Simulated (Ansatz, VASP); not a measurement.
## Two plane-wave programs on Sb

```
Sb
1.0
    -1.77738    1.77738    1.77738
     1.77738   -1.77738    1.77738
     1.77738    1.77738   -1.77738
Sb
1
Direct
  0.00000 0.00000 0.00000
```

Alike in both runs: task single point; functional LDA; k mesh 13 × 13 × 13; occupations fermi-dirac, width 0.1 eV; no spin polarisation.

|  | VASP | Ansatz |
| --- | --- | --- |
| version | VASP 6.6.1 | Ansatz 0.2.0 |
| potentials or method | VASP PAW LDA potentials, release 64 (Sb), cutoff 520 eV | plane waves (420 eV) with PAW, scalar-relativistic |
| valence electrons in the cell | 5 | 15 |

|  | VASP | Ansatz | Ansatz less VASP |
| --- | --- | --- | --- |
| pressure (GPa) | 12.1 | 11.7 | -0.41 |

Ansatz warns that its potentials were made for another functional, while VASP's fit it. LDA's correlation is that of Perdew and Zunger in VASP and of Perdew and Wang (1992) in Ansatz. VASP's potentials hold 5 valence electrons a cell and Ansatz's 15, so a difference there can come from the potentials and not from the codes.

Neither program's run includes spin-orbit coupling.
